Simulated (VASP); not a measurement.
A run of VASP 6.6.1 is set up as follows.

The input INCAR:

```
PREC = Accurate ; ENCUT = 520
EDIFF = 1E-6 ; ISMEAR = 1
SIGMA = 0.15 ; LREAL = Auto
LASPH = T ; NELM = 100
ALGO = Normal ; ISIF = 2
LWAVE = F ; LCHARG = T
GGA = PE ; LELF = T
LVHAR = T ; NBANDS = 52
```

KPOINTS

```
Automatic mesh
0
Gamma
  3 3 3
```

File POSCAR:

```
Li7Cl8
1.0
    0.0000000000      5.1028676200      5.1028676200
    5.1028676200      0.0000000000      5.1028676200
    5.1028676200      5.1028676200      0.0000000000
Li Cl
7 8
Direct
   -0.0003401029      0.0004012450      0.0004957017
    0.0003719477      0.0002512313      0.5001589675
    0.0000600643      0.5001179121      0.4998559026
    0.5002157983      0.0002770991      0.0002933645
    0.5001569098      0.0003069843      0.5001369211
    0.5008294728      0.5004831969     -0.0003455900
    0.4997559588      0.5004696751      0.5003072175
    0.2537901424      0.2468456158      0.2538289441
    0.2537845573      0.2466711061      0.7465951076
    0.2499713093      0.7504383388      0.2502384140
    0.2538031743      0.7541502713      0.7465237752
    0.7463179106      0.2466433766      0.2540572471
    0.7500478721      0.2501628682      0.7502340419
    0.7464327479      0.7539126598      0.2538655902
    0.7464477395      0.7538355463      0.7464890888
```

Potentials or basis: VASP PAW PBE potentials, release 64 (Li_sv, Cl).

Launch:

```bash
$ cat potpaw_PBE.64/Li_sv/POTCAR potpaw_PBE.64/Cl/POTCAR > POTCAR
$ mpirun -np 1 vasp_std > vasp.out
```

Problem. Predict the band gap on the k mesh.

Solution. Zero (an odd number of electrons rules out a gap without spin polarisation).

Problem. Predict the largest force.

Solution. 0.006 eV/Å.

Forces in eV/Å, atoms in the order of the input:
```
Li  -0.002  0.001  0.002
Li   0.000 -0.001  0.000
Li   0.001  0.001  0.002
Li   0.000 -0.001  0.000
Li   0.001  0.001  0.001
Li   0.003  0.000 -0.005
Li   0.001  0.001  0.000
Cl  -0.003  0.003 -0.001
Cl  -0.003 -0.002 -0.003
Cl   0.001  0.001  0.002
Cl  -0.002 -0.001  0.001
Cl  -0.003 -0.002 -0.002
Cl   0.003  0.002  0.003
Cl   0.003 -0.002 -0.001
Cl   0.000 -0.002  0.001
```

Caveat: an odd number of electrons without spin polarisation forces a metal; a magnetic or distorted state may lie lower.
